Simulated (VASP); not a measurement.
Here is a VASP 6.6.1 calculation.

The input INCAR:

```
ALGO     = Normal         # electronic algorithm
EDIFF    = 1E-6           # SCF threshold, eV
ENCUT    = 520            # plane-wave cutoff, eV
GGA      = PE             # functional
ISIF     = 2              # what is computed and relaxed
ISMEAR   = 0              # smearing method
LASPH    = T              # aspherical terms in the spheres
LCHARG   = T              # write CHGCAR
LELF     = T              # ELF
LREAL    = F              # projectors in reciprocal space
LVHAR    = T            
LWAVE    = F              # write WAVECAR
NBANDS   = 11             # bands
NELM     = 100            # most SCF steps
PREC     = Accurate       # precision mode
SIGMA    = 0.02           # smearing width, eV
```

KPOINTS

```
k-points
0
Gamma
  12 12 12
```

Contents of POSCAR:

```
SiC
1.0
    0.0000000000      2.1898640979      2.1898640979
    2.1898640979      0.0000000000      2.1898640979
    2.1898640979      2.1898640979      0.0000000000
Si C
1 1
Direct
    0.0000000000      0.0000000000      0.0000000000
    0.7500000000      0.7500000000      0.7500000000
```

Potentials or basis: VASP PAW PBE potentials, release 64 (Si, C).

Run with:

```bash
$ cat potpaw_PBE.64/Si/POTCAR potpaw_PBE.64/C/POTCAR > POTCAR
$ mpirun -np 1 vasp_std > vasp.out
```

Question: Estimate the band gap on the k mesh.

Answer: 1.37 eV, indirect (least direct gap 4.53 eV).

Question: What does it give for the pressure?

Answer: 0.0 GPa.

**What was measured.**

From “Insight into the structural, elastic and electronic properties of a new orthorhombic 6O-SiC polytype”, 2020, pmc:7200658, for a bulk crystal of SiC: band gap 2.4 eV (indirect).

Measured gap of SiC: 2.4 eV (indirect; quoted in “Insight into the structural, elastic and electronic properties of a new orthorhombic 6O-SiC polytype”, 2020, pmc:7200658). This calculation gives 1.37 eV (-1.03 eV). The value is that of PBE on a finite k mesh, which can miss the band edges, without temperature or zero-point motion. Semilocal functionals fall short of measured gaps as a rule.
